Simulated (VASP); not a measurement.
A run of VASP 6.6.1 is set up as follows.

Contents of INCAR:

```
ALGO = Normal
EDIFF = 1E-8
ENCUT = 600
GGA = PS
IBRION = 6
ISIF = 3
ISMEAR = -1
LASPH = T
LCHARG = F
LREAL = F
LWAVE = F
NBANDS = 24
NELM = 80
NFREE = 2
NSW = 1
POTIM = 0.015
PREC = Accurate
SIGMA = 0.05
```

Contents of KPOINTS:

```
k-points
0
Gamma
  6 6 6
```

File POSCAR:

```
SnTe3
1.0
    0.0000000000      3.8612190000      3.8612190000
    3.8612190000      0.0000000000      3.8612190000
    3.8612190000      3.8612190000      0.0000000000
Te Sn
3 1
Direct
    0.5000000000      0.5000000000      0.5000000000
    0.7500000000      0.7500000000      0.7500000000
    0.2500000000      0.2500000000      0.2500000000
    0.0000000000      0.0000000000      0.0000000000
```

Potentials or basis: VASP PAW PBE potentials, release 64 (Te, Sn_d).

Launch:

```sh
$ cat potpaw_PBE.64/Te/POTCAR potpaw_PBE.64/Sn_d/POTCAR > POTCAR
$ mpirun -np 1 vasp_std > vasp.out
```

Problem. Predict the elastic constants C11, C12, C44.

Solution. 75, 33, -60 GPa.

Problem. Estimate the Voigt bulk modulus.

Solution. 47 GPa.

Problem. What does it give for the highest phonon frequency at Γ, LO-TO splitting left out?

Solution. 62 cm⁻¹.

Clamped-ion elastic tensor (GPa):
```
 75  33  33   0   0   0
 33  75  33   0   0   0
 33  33  75   0   0   0
  0   0   0 -18   0   0
  0   0   0   0 -18   0
  0   0   0   0   0 -18
```

Caveat: the cell is under stress, which shifts elastic constants; some modes are imaginary; the elastic tensor has a negative eigenvalue, so either the cell is unstable as it stands or the mesh is too thin; the PAW data sets were made with another functional, which shifts forces and pressure a little.
